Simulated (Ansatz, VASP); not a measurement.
# ZrS in VASP and in Ansatz

Contents of INCAR:

```
SYSTEM = ZrS
PREC = Accurate ; ENCUT = 520
EDIFF = 1E-6 ; ISMEAR = -1
SIGMA = 0.15 ; LREAL = .FALSE.
LASPH = .TRUE. ; NELM = 60
ALGO = Normal ; ISIF = 2
LWAVE = .FALSE. ; LCHARG = .FALSE.
GGA = CA ; NBANDS = 16
```

The input KPOINTS:

```
Automatic mesh
0
G
  14 14 14
  0 0 0
```

The input POSCAR:

```
ZrS
1.0
    0.0000000000      2.5852389748      2.5852389748
    2.5852389748      0.0000000000      2.5852389748
    2.5852389748      2.5852389748      0.0000000000
Zr S
1 1
Direct
    0.0000000000      0.0000000000      0.0000000000
    0.5000000000      0.5000000000      0.5000000000
```

Input for Ansatz:

```yaml
crystal:
  lattice:
    - [0.0, 2.5852389748, 2.5852389748]
    - [2.5852389748, 0.0, 2.5852389748]
    - [2.5852389748, 2.5852389748, 0.0]
  atoms:
    - { symbol: Zr, position: [0.0, 0.0, 0.0] }
    - { symbol: S, position: [0.5, 0.5, 0.5] }
basis:
  ecutwfc: 420
kpoints:
  mp_grid: { grid: [14, 14, 14] }
hamiltonian:
  xc: lda
scf:
  occupations: { method: fermi_dirac, width: 0.15 }
output:
  forces: true
  stress: true
  eigenvalues: true
```

Alike in both runs: task single point; functional LDA; k mesh 14 × 14 × 14; occupations fermi-dirac, width 0.15 eV; no spin polarisation.

|  | VASP | Ansatz |
| --- | --- | --- |
| version | VASP 6.6.1 | Ansatz 0.2.0 |
| potentials or method | VASP PAW LDA potentials, release 64 (Zr_sv, S), cutoff 520 eV | scalar-relativistic, plane waves, PAW |
| valence electrons in the cell | 18 | 18 |

Ansatz gave:

- gap on the k mesh at the Fermi level (eV): none
- pressure (GPa): -2.9

**Question.** Which values does VASP return?

**Answer.** gap on the k mesh at the Fermi level (eV): none; pressure (GPa): -2.7.

LDA's correlation is that of Perdew and Zunger in VASP and of Perdew and Wang (1992) in Ansatz. A gap of «none» marks a metal or a gap that the smearing closes.
